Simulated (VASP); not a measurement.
# PrBOs4 (P4/mmm) in VASP: a series of runs

The runs below take PrBOs4 through relaxation of cell and atoms, single point, with PBE.

Everything below comes from runs of VASP 6.6.1. Logs are shortened: lines on timing, memory, paths and dates and some standing lists are left out, and cuts for length are marked.

### 1 The cell of the first run

The structure is tetragonal, space group P4/mmm (No. 123). The conventional cell has a = 3.711 Å, b = 3.711 Å, c = 7.787 Å, α = 90.00°, β = 90.00°, γ = 90.00°. Within 4.2 Å of Pr (site symmetry 4/mmm) lie 8 Os at 3.20 Å and 4 Pr at 3.71 Å. B (site symmetry 4/mmm) has 8 Os at 2.26 Å within 3.0 Å. Os (site symmetry 2mm) has 2 B at 2.26 Å and 5 Os at 2.58 to 2.62 Å within 3.0 Å.

The cell was generated, and may not be a known phase.

### 2 Relaxation of cell and atoms, PBE

File INCAR:

```
SYSTEM = PrBOs4
ALGO = Normal
EDIFF = 1E-7
EDIFFG = -0.04
ENCUT = 600
GGA = PE
GGA_COMPAT = .FALSE.
IBRION = 2
ISIF = 3
ISMEAR = 0
LASPH = .TRUE.
LCHARG = .FALSE.
LMAXMIX = 6
LREAL = .FALSE.
LWAVE = .FALSE.
NELM = 200
NELMIN = 4
NSW = 90
PREC = Accurate
SIGMA = 0.1
```

File KPOINTS:

```
k-points
0
G
  6 6 2
  0 0 0
```

File POSCAR:

```
PrBOs4
1.0
    3.7105734158      0.0000000000      0.0000000000
    0.0000000000      3.7105734158      0.0000000000
    0.0000000000      0.0000000000      7.7870243071
Pr B Os
1 1 4
Direct
    0.5000000000      0.5000000000      0.5000000000
    0.0000000000      0.0000000000      0.0000000000
    0.5000000000      0.0000000000      0.8344049246
    0.0000000000      0.5000000000      0.1655950754
    0.5000000000      0.0000000000      0.1655950754
    0.0000000000      0.5000000000      0.8344049246
```

Potentials or basis: VASP PAW PBE potentials, release 64 (Pr_3, B, Os), 4f in core.

Launch:

```
$ cat potpaw_PBE.64/Pr_3/POTCAR potpaw_PBE.64/B/POTCAR potpaw_PBE.64/Os/POTCAR > POTCAR
$ mpirun -np 1 vasp_std > vasp.out
```

OUTCAR:

```text
SYSTEM = PrBOs4
   EDIFF = 1E-7
   EDIFFG = -0.04
   ENCUT = 600
   GGA = PE
   IBRION = 2
   ISIF = 3
   ISMEAR = 0
   LASPH = .TRUE.
   LREAL = .FALSE.
   NELM = 200
   NELMIN = 4
   NSW = 90
   PREC = Accurate

 ion  position               nearest neighbor table
   1  0.500  0.500  0.500-   3 3.20   4 3.20   5 3.20   6 3.20   3 3.20   5 3.20   4 3.20   6 3.20

   2  0.000  0.000  0.000-   3 2.26   4 2.26   5 2.26   6 2.26   4 2.26   6 2.26   3 2.26   5 2.26

   3  0.500  0.000  0.834-   2 2.26   2 2.26   5 2.58   6 2.62   6 2.62   6 2.62   6 2.62   1 3.20
                             1 3.20
   4  0.000  0.500  0.166-   2 2.26   2 2.26   6 2.58   5 2.62   5 2.62   5 2.62   5 2.62   1 3.20
                             1 3.20
   5  0.500  0.000  0.166-   2 2.26   2 2.26   3 2.58   4 2.62   4 2.62   4 2.62   4 2.62   1 3.20
                             1 3.20
   6  0.000  0.500  0.834-   2 2.26   2 2.26   4 2.58   3 2.62   3 2.62   3 2.62   3 2.62   1 3.20
                             1 3.20

  LATTYP: Found a simple tetragonal cell.
 ALAT       =     3.7105734158
 C/A-ratio  =     2.0986040254

  Lattice vectors:

 A1 = (   3.7105734158,   0.0000000000,   0.0000000000)
 A2 = (   0.0000000000,   3.7105734158,   0.0000000000)
 A3 = (   0.0000000000,   0.0000000000,   7.7870243071)

Analysis of symmetry for initial positions (statically):
=====================================================================
 Subroutine PRICEL returns:
 Original cell was already a primitive cell.

 Routine SETGRP: Setting up the symmetry group for a
 simple tetragonal supercell.

 Subroutine GETGRP returns: Found 16 space group operations
 (whereof 16 operations were pure point group operations)
 out of a pool of 16 trial point group operations.

The static configuration has the point symmetry D_4h.

Analysis of symmetry for dynamics (positions and initial velocities):
=====================================================================
 Subroutine PRICEL returns:
 Original cell was already a primitive cell.

 Routine SETGRP: Setting up the symmetry group for a
 simple tetragonal supercell.

 Subroutine GETGRP returns: Found 16 space group operations
 (whereof 16 operations were pure point group operations)
 out of a pool of 16 trial point group operations.

The dynamic configuration has the point symmetry D_4h.

 Subroutine INISYM returns: Found 16 space group operations
 (whereof 16 operations are pure point group operations),
 and found     1 'primitive' translations

----------------------------------------------------------------------------------------

                                     Primitive cell

  volume of cell :     107.2145

  direct lattice vectors                    reciprocal lattice vectors
     3.710573416  0.000000000  0.000000000     0.269500125  0.000000000  0.000000000
     0.000000000  3.710573416  0.000000000     0.000000000  0.269500125  0.000000000
     0.000000000  0.000000000  7.787024307     0.000000000  0.000000000  0.128418759

  length of vectors
     3.710573416  3.710573416  7.787024307     0.269500125  0.269500125  0.128418759

  position of ions in fractional coordinates (direct lattice)
     0.500000000  0.500000000  0.500000000
     0.000000000  0.000000000  0.000000000
     0.500000000  0.000000000  0.834404925
     0.000000000  0.500000000  0.165595075
     0.500000000  0.000000000  0.165595075
     0.000000000  0.500000000  0.834404925

  ion indices of the primitive-cell ions
   primitive index   ion index
                 1           1
                 2           2
                 3           3
                 4           4
                 5           5
                 6           6

----------------------------------------------------------------------------------------

 KPOINTS: k-points

Automatic generation of k-mesh.
 Grid dimensions read from file:
 generate k-points for:    6    6    2

 Generating k-lattice:

  Cartesian coordinates                     Fractional coordinates (reciprocal lattice)
     0.044916688  0.000000000  0.000000000     0.166666667  0.000000000  0.000000000
     0.000000000  0.044916688  0.000000000     0.000000000  0.166666667  0.000000000
     0.000000000  0.000000000  0.064209380     0.000000000  0.000000000  0.500000000

  Length of vectors
     0.044916688  0.044916688  0.064209380

  Shift w.r.t. Gamma in fractional coordinates (k-lattice)
     0.000000000  0.000000000  0.000000000

 Subroutine IBZKPT returns following result:
 ===========================================

 Found     20 irreducible k-points:

 Following reciprocal coordinates:
            Coordinates               Weight
  0.000000  0.000000  0.000000      1.000000
  0.166667  0.000000  0.000000      4.000000
  0.333333  0.000000  0.000000      4.000000
  0.500000  0.000000  0.000000      2.000000
  0.166667  0.166667  0.000000      4.000000
  0.333333  0.166667  0.000000      8.000000
[... 12 lines left out ...]
  0.500000  0.333333  0.500000      4.000000
  0.500000  0.500000  0.500000      1.000000
   k-points           NKPTS =     20   k-points in BZ     NKDIM =     20   number of bands    NBANDS=     27
   number of dos      NEDOS =    301   number of ions     NIONS =      6
   total plane-waves  NPLWV =  57600
   dimension x,y,z NGX =    30 NGY =   30 NGZ =   64
   dimension x,y,z NGXF=    60 NGYF=   60 NGZF=  128
   ions per type =               1   1   4
   NGX,Y,Z   is equivalent  to a cutoff of  13.44, 13.44, 13.66 a.u.
   NGXF,Y,Z  is equivalent  to a cutoff of  26.88, 26.88, 27.33 a.u.
 SYSTEM =  PrBOs4
   PREC   = accura    normal or accurate (medium, high low for compatibility)
   ISTART =      0    job   : 0-new  1-cont  2-samecut
   ICHARG =      2    charge: 1-file 2-atom 10-const
   ISPIN  =      1    spin polarized calculation?
   LNONCOLLINEAR =      F non collinear calculations
   LSORBIT =      F    spin-orbit coupling
   LASPH  =      T    aspherical Exc in radial PAW
   ENCUT  =  600.0 eV  44.10 Ry    6.64 a.u.   7.41  7.41 15.55*2*pi/ulx,y,z
   NELM   =    200;   NELMIN=  4; NELMDL= -5     # of ELM steps
   EDIFF  = 0.1E-06   stopping-criterion for ELM
   LREAL  =      F    real-space projection
   EDIFFG = -.4E-01   stopping-criterion for IOM
   NSW    =     90    number of steps for IOM
   IBRION =      2    ionic relax: 0-MD 1-quasi-New 2-CG
   NFREE  =      1    steps in history (QN), initial steepest desc. (CG)
   ISIF   =      3    stress and relaxation
   ISYM   =      2    0-nonsym 1-usesym 2-fastsym
   POTIM  = 0.5000    time-step for ionic-motion
   TEBEG  =    0.0;   TEEND  =   0.0 temperature during run
   PSTRESS=    0.0 pullay stress
   NELECT =      46.0000    total number of electrons
   NUPDOWN=      -1.0000    fix difference up-down
   EMIN   =  10.00;   EMAX   =-10.00  energy-range for DOS
   EFERMI =   0.00;   METHOD = LEGACY
   ISMEAR =     0;   SIGMA  =   0.10  broadening in eV -4-tet -1-fermi 0-gaus
   EFERMI_NEDOS =   21; number of points for ismear=-14 and -15
   IALGO  =     38    algorithm
   IMIX   =      4    mixing-type and parameters
     AMIX     =   0.40;   BMIX     =  1.00
     AMIX_MAG =   1.60;   BMIX_MAG =  1.00
  volume/ion in A,a.u.               =      17.87       120.59
  Fermi-wavevector in a.u.,A,eV,Ry     =   1.234742  2.333324 20.743279  1.524588
  Thomas-Fermi vector in A             =   2.369420
   LORBIT       =      0    0 simple, 1 ext, 2 COOP (PROOUT), +10 PAW based schemes
   GGA     = PE    functional components
   LHFCALC =     F    Hartree Fock is set to
   AEXX    =    0.0000 exact exchange contribution
   IVDW    =     0    specifies the selected vdW correction
   LEPSILON=     F    determine dielectric tensor
   LRPA    =     F    only Hartree local field effects (RPA)
 conjugate gradient relaxation of ions
 non-spin polarized calculation
 Gauss-broadening in eV      SIGMA  =   0.10
  energy-cutoff  :      600.00
  volume of cell :      107.21
 maximum number of plane-waves:      3624
 NGX is ok and might be reduce to    30
   NGX = 15   NGY = 15   NGZ = 31

--------------------------------------- Ionic step        1  -------------------------------------------

 number of electron      46.0000003 magnetization

 Free energy of the ion-electron system (eV)
  ---------------------------------------------------
  ext. energy  EPLUGINS =         0.00000000
  ---------------------------------------------------
  free energy    TOTEN  =       -53.05064901 eV

  energy without entropy =      -53.01527957  energy(sigma->0) =      -53.03296429

------------------------ aborting loop because EDIFF is reached ----------------------------------------

  FORCE on cell =-STRESS in cart. coord.  units (eV):
  Direction    XX          YY          ZZ          XY          YZ          ZX
  --------------------------------------------------------------------------------------
  -------------------------------------------------------------------------------------
  Total        1.6561472      1.6561472     -1.8904172      0.0000000      0.0000000     -0.0000000
  in kB       24.7489015     24.7489015    -28.2497527      0.0000000      0.0000000     -0.0000000
  external PRESSURE =       7.0826834 kB  Pullay stress =       0.0000000 kB
[... 145 lines left out ...]
  energy  without entropy=      -53.0296796419  energy(sigma->0) =      -53.04861498

--------------------------------------- Ionic step        5  -------------------------------------------

 number of electron      46.0000002 magnetization

 Free energy of the ion-electron system (eV)
  ---------------------------------------------------
  ext. energy  EPLUGINS =         0.00000000
  ---------------------------------------------------
  free energy    TOTEN  =       -53.08893921 eV

  energy without entropy =      -53.05083245  energy(sigma->0) =      -53.06988583

 E-fermi :   5.9136     XC(G=0): -11.7983

 val. band max:        5.8945938900   @ k =   0.5000   0.3333   0.5000
 cond. band min:       5.9231128598   @ k =   0.3333   0.3333   0.5000
 fundamental gap:      0.0285189698
 Fermi energy:         5.9135936825

 k-point     1 :       0.0000    0.0000    0.0000
  band No.  band energies     occupation
      1     -29.9307      2.00000
      2     -11.9368      2.00000
      3     -11.7698      2.00000
      4     -11.7698      2.00000
      5      -5.0386      2.00000
      6      -1.9007      2.00000
[... 622 lines left out ...]
  FREE ENERGIE OF THE ION-ELECTRON SYSTEM (eV)
  ---------------------------------------------------
  free  energy   TOTEN  =       -53.0889392085 eV

  energy  without entropy=      -53.0508324521  energy(sigma->0) =      -53.06988583

 reached required accuracy - stopping structural energy minimisation
```

It took 4.9 min on 1 thread of Intel Xeon Platinum 8488C (Sapphire Rapids), shared host; peak memory 0.29 GiB.

What came out:

```yaml
Free_energy: -53.0889 eV
Relaxed_volume: 17.94 Å³/atom
Relaxed_cell: a = 3.754 Å, b = 3.754 Å, c = 7.637 Å, α = 90.00°, β = 90.00°, γ = 90.00°
Space_group_after_relaxing_to_0.1_Å: P4/mmm (No. 123)
Energy_gained_by_relaxing: 6.4 meV/atom
Ionic_steps: 5
Pressure_after_relaxing: 0.0 GPa
Largest_force_after_relaxing: 0.036 eV/Å
```

Forces in eV/Å, atoms in the order of the input:
```
Pr   0.000  0.000  0.000
B    0.000  0.000  0.000
Os   0.000  0.000  0.036
Os   0.000  0.000 -0.036
Os   0.000  0.000 -0.036
Os   0.000  0.000  0.036
```

Stress tensor (GPa, compression positive):
```
-0.07  0.00  0.00
 0.00 -0.07  0.00
 0.00  0.00  0.10
```

Step by step:
```tsv
step	energy change (eV)	largest force (eV/Å)	pressure (GPa)	volume (Å³)
1	0.0000	0.0746	0.71	107.21
2	-0.0329	0.1686	-1.66	108.42
3	-0.0331	0.1639	-1.47	108.31
4	-0.0169	0.2866	3.08	106.26
5	-0.0383	0.0356	-0.01	107.62
```

Final structure:
```
CELL_PARAMETERS angstrom
3.75404 0.00000 0.00000
0.00000 3.75404 0.00000
0.00000 0.00000 7.63667
ATOMIC_POSITIONS crystal
Pr 0.50000 0.50000 0.50000
B 0.00000 0.00000 0.00000
Os 0.50000 0.00000 0.83521
Os 0.00000 0.50000 0.16479
Os 0.50000 0.00000 0.16479
Os 0.00000 0.50000 0.83521
```

Levels at points of the mesh, in eV from the Fermi level:
```tsv
k point	band 21	band 22	band 23	band 24	band 25	band 26
(0.00, 0.00, 0.00)	0.58	0.99	0.99	1.31	1.48	1.67
(0.50, 0.00, 0.00)	-0.98	-0.89	-0.69	-0.58	-0.47	-0.36
(0.50, 0.50, 0.00)	-1.03	-0.64	-0.59	-0.59	-0.15	1.36
(0.00, 0.00, 0.50)	-0.33	1.14	1.14	1.40	1.65	1.79
(0.50, 0.00, 0.50)	-1.76	-1.09	-0.99	-0.61	-0.38	-0.35
(0.50, 0.50, 0.50)	-0.64	-0.11	0.42	0.52	0.52	0.76
```

Caveat: the k points lie up to 0.41 Å⁻¹ apart in the final cell; the highest band is partly filled, so the run has too few bands; spin-orbit coupling is left out, which moves the levels of the heavy elements; the 4f electrons are frozen in the core, so they carry no moment and show no levels. Spin polarisation is off, so any magnetic state and its effect on volume and gap are missing.

### 3 Single point, PBE

This run uses another cell than the first one, of 19.37 Å³/atom.

File INCAR:

```
PREC = Accurate
ENCUT = 520
EDIFF = 1E-6
ISMEAR = 0
SIGMA = 0.1
LREAL = F
LASPH = T
NELM = 80
ALGO = Fast
ISIF = 2
LWAVE = F
LCHARG = T
GGA = PE
LELF = T
LVHAR = T
NBANDS = 33
```

File KPOINTS:

```
Automatic mesh
0
Gamma
  4 4 4
```

File POSCAR:

```
PrBOs4
1.0
    4.3343079600      0.0000000000      0.0000000000
    0.0000000000      4.3343079600      0.0000000000
    0.0000000000      0.0000000000      6.1852756700
Pr B Os
1 1 4
Direct
    0.5000000000      0.5000000000      0.5000000000
    0.0000000000      0.0000000000      0.0000000000
    0.5000000000      0.0000000000      0.7628759100
    0.0000000000      0.5000000000      0.2371240900
    0.5000000000      0.0000000000      0.2371240900
    0.0000000000      0.5000000000      0.7628759100
```

Potentials or basis: VASP PAW PBE potentials, release 64 (Pr, B, Os).

Launch:

```
$ cat potpaw_PBE.64/Pr/POTCAR potpaw_PBE.64/B/POTCAR potpaw_PBE.64/Os/POTCAR > POTCAR
$ mpirun -np 1 vasp_std > vasp.out
```

It took 7.7 min on 1 thread of AMD EPYC 7R13, shared host; peak memory 0.24 GiB.

Results (log left out):

- Free energy: -49.0312 eV
- Pressure: -26.0 GPa
- Largest force: 2.032 eV/Å
- Band gap on the k mesh: zero (bands 24 and 25 overlap by 1.10 eV)

Forces in eV/Å, atoms in the order of the input:
```
Pr   0.000  0.000  0.000
B    0.000  0.000  0.000
Os   0.000  0.000  2.032
Os   0.000  0.000 -2.032
Os   0.000  0.000 -2.032
Os   0.000  0.000  2.032
```

Stress tensor (GPa, compression positive):
```
-25.49   0.00   0.00
  0.00 -25.49   0.00
  0.00   0.00 -27.10
```

Levels at points of the mesh, in eV from the Fermi level:
```tsv
k point	band 20	band 21	band 22	band 23	band 24	band 25	band 26	band 27
(0.00, 0.00, 0.00)	-0.23	0.20	0.32	0.32	0.54	0.66	0.66	0.95
(0.50, 0.00, 0.00)	-0.86	-0.68	-0.66	-0.59	-0.30	-0.14	0.02	0.55
(0.50, 0.50, 0.00)	-0.89	-0.66	-0.61	-0.42	0.46	0.77	0.79	0.79
(0.00, 0.00, 0.50)	-1.04	-0.21	-0.08	-0.08	0.54	0.55	0.71	0.71
(0.50, 0.00, 0.50)	-1.36	-1.33	-1.23	-1.10	-0.72	-0.56	-0.16	-0.02
(0.50, 0.50, 0.50)	-1.34	-1.06	-0.78	-0.26	-0.26	-0.22	0.27	0.87
```

Caveat: the k points lie up to 0.36 Å⁻¹ apart, too coarse for converged energies and pressures of a metal; spin-orbit coupling is left out, which moves the levels of the heavy elements; semilocal functionals describe open f shells poorly, which spoils levels, moments and volumes; forces of over 1 eV/Å act on the atoms, so gaps and moduli don't describe the material at rest.
